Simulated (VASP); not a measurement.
Nb:

```
Nb
1.0
    -1.65882    1.65882    1.65882
     1.65882   -1.65882    1.65882
     1.65882    1.65882   -1.65882
Nb
1
Direct
  0.00000 0.00000 0.00000
```

Base run:

| Property | Result |
| --- | --- |
| Program | VASP 6.6.1 |
| Functional | PBE |
| Potentials or basis | VASP PAW PBE potentials, release 64 (Nb_sv) |
| Cutoff | 520 eV |
| k mesh | 10 × 10 × 10 |
| Occupations | gaussian, width 0.1 eV |
| Spin | no spin polarisation |
| Hubbard terms | Nb d U = 6.0 eV |

Its results: band gap on the k mesh zero (an odd number of electrons rules out a gap without spin polarisation); pressure 17.8 GPa.

Task: The run is repeated on the same cell with these changes: functional from PBE to RPBE; hubbard terms from Nb d U = 6.0 eV to none. What comes out?

Result: Band gap on the k mesh zero (an odd number of electrons rules out a gap without spin polarisation); pressure 1.7 GPa.

Several settings changed at once.

Caveats: the cell stands under pressure (at least some runs); U without spin polarisation on a metal has little footing (at least some runs); the U is typed as a test and isn't derived for this compound (at least some runs); the PAW data sets were made with another functional, which shifts forces and pressure a little (at least some runs).
